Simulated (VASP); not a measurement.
**H7C2F: single point with PBE+D3(BJ)**

H7C2F:

```
CELL_PARAMETERS angstrom
7.23043 0.00000 0.00000
0.00000 7.23043 0.00000
0.00000 0.00000 7.23043
ATOMIC_POSITIONS crystal
C 0.54117 0.75073 0.73171
C 0.53362 0.96983 0.70770
C 0.00152 0.94736 0.78470
C 0.96336 0.98538 0.98862
C 0.43892 0.30764 0.22441
C 0.46697 0.44631 0.06681
H 0.54214 0.71119 0.58644
H 0.65003 0.75292 0.84933
H 0.40916 0.71430 0.80334
H 0.40855 0.00561 0.63483
H 0.58659 0.06695 0.81833
H 0.65046 0.02146 0.59175
H 0.05787 0.80587 0.73710
H 0.88078 0.93947 0.69515
H 0.08188 0.06669 0.70689
H 0.08957 0.00648 0.08095
H 0.85087 0.10000 0.99122
H 0.91494 0.86711 0.07658
H 0.31059 0.23375 0.22820
H 0.54525 0.19410 0.20714
H 0.45354 0.36389 0.36204
H 0.57290 0.55199 0.08077
H 0.47939 0.38161 0.92673
H 0.34160 0.53535 0.12309
H 0.86804 0.34222 0.84663
H 0.81645 0.20042 0.29683
H 0.20632 0.71195 0.33760
F 0.76325 0.36382 0.77307
F 0.91593 0.27256 0.29780
F 0.21787 0.69131 0.46599
```

* Program: VASP 6.6.1
* Task: single point
* Functional: PBE
* Dispersion: D3(BJ)
* Potentials or basis: VASP PAW PBE potentials, release 64 (C, H, F)
* Cutoff: 520 eV
* k mesh: 1 × 1 × 1
* Occupations: fermi-dirac, width 0.02 eV
* Spin: no spin polarisation

```yaml
Pressure: -1.8 GPa
Largest_force: 4.471 eV/Å
Band_gap_on_the_k_mesh: 4.80 eV
Dispersion_energy_per_atom: -0.029 eV
```

Forces on the atoms (eV/Å):
```
C   -0.186  3.660  2.560
C    2.732  0.866 -2.351
C    1.272 -0.386 -2.225
C   -0.221  0.039  0.878
C    2.719 -1.513 -0.536
C   -2.486  0.901  1.820
H    0.782 -1.217  0.405
H   -0.397 -1.499 -2.021
H    0.487 -0.190 -0.592
H   -0.681  0.666  0.324
H   -1.175 -0.914 -0.169
H   -1.795 -1.184  1.600
H    0.346  1.354  1.140
H   -0.736  0.356  0.555
H   -0.514 -1.546  1.357
H   -0.609  1.003 -1.189
H    1.440 -1.036  0.611
H   -0.711  0.034 -1.034
H   -0.972 -0.104 -0.531
H   -0.352  0.257  0.414
H    0.286  0.466  0.472
H    0.854 -0.412  0.318
H   -0.884  0.695  0.650
H    0.683 -0.447 -2.380
H    0.118  0.007  0.000
H   -2.912 -1.974  0.052
H   -0.010 -0.084  0.212
F    0.060  0.019 -0.088
F    2.898  2.139  0.113
F   -0.036  0.046 -0.365
```

Stress tensor (GPa, compression positive):
```
 0.37  0.04  1.37
 0.04 -1.64 -0.12
 1.37 -0.12 -4.07
```

Levels at points of the mesh, in eV from the valence-band top:
```tsv
k point	band 29	band 30	band 31	band 32	band 33	band 34	band 35	band 36	band 37	band 38
(0.00, 0.00, 0.00)	-1.08	-0.92	-0.66	-0.39	0.00	4.80	6.31	6.41	7.31	7.40
```

It took 59 s on 1 thread of Intel(R) Xeon(R) Platinum 8259CL CPU @ 2.50GHz (Skylake/Cascade Lake) (shared host), peak memory 0.36 GiB.

Caveat: the k points lie up to 0.87 Å⁻¹ apart.
